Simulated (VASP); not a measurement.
GaSb (zinc blende type):

```
Ga Sb
1.0
     0.00000    3.11000    3.11000
     3.11000    0.00000    3.11000
     3.11000    3.11000    0.00000
Ga Sb
1 1
Direct
  0.00000 0.00000 0.00000
  0.25000 0.25000 0.25000
```

Base run:

- Program: VASP 6.6.1
- Functional: r2SCAN
- Potentials or basis: VASP PAW PBE potentials, release 64 (Ga_d, Sb)
- Cutoff: 520 eV
- k mesh: 6 × 6 × 6
- Occupations: fermi-dirac, width 0.02 eV
- Spin: no spin polarisation

Its results: band gap on the k mesh 0.08 eV; pressure -2.0 GPa.

Question: The run is repeated on the same cell with these changes: functional from r2SCAN to PBE. What comes out?

Answer: Band gap on the k mesh zero (filled and empty bands touch); pressure 0.0 GPa.

Caveats: semilocal functionals underestimate gaps, and a narrow one can read as zero; spin-orbit coupling is left out, which moves the levels of the heavy elements; the PAW data sets were made with another functional, which shifts forces and pressure a little (at least some runs).

A k mesh can miss the band edges.
